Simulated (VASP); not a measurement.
Runs of VASP 6.6.1 on ScS4. The structure is that of space group Pm-3m (No. 221), or close to it. The cells are those of the table. The cell was generated, and may not be a known phase.

```csv
task,spin,cell,k mesh,cutoff (eV),gap on the mesh (eV),pressure (GPa),moment (μB)
single point,collinear,"a = 4.923 Å, 5 atoms",8 × 8 × 8,520,none,(a),1.52
relaxation of cell and atoms,off,"relaxed from a = 4.844 Å, 5 atoms",4 × 4 × 4,600,none,0.0,-
single point,off,"a = 4.844 Å, 5 atoms",4 × 4 × 4,520,none,1.9,-
single point,collinear,"a = 4.885 Å, 5 atoms",4 × 4 × 4,520,none,0.5,0.00
single point,off,"a = 4.885 Å, 5 atoms",4 × 4 × 4,520,none,0.5,-
```

Alike in all rows: level PBE; potentials or basis VASP PAW PBE potentials, release 64 (Sc_sv, S); smearing gaussian 0.1 eV.

Question: Estimate the missing entries.

Answer: (a) 0.2.

A gap of «none» marks levels without a gap at the run's occupations.
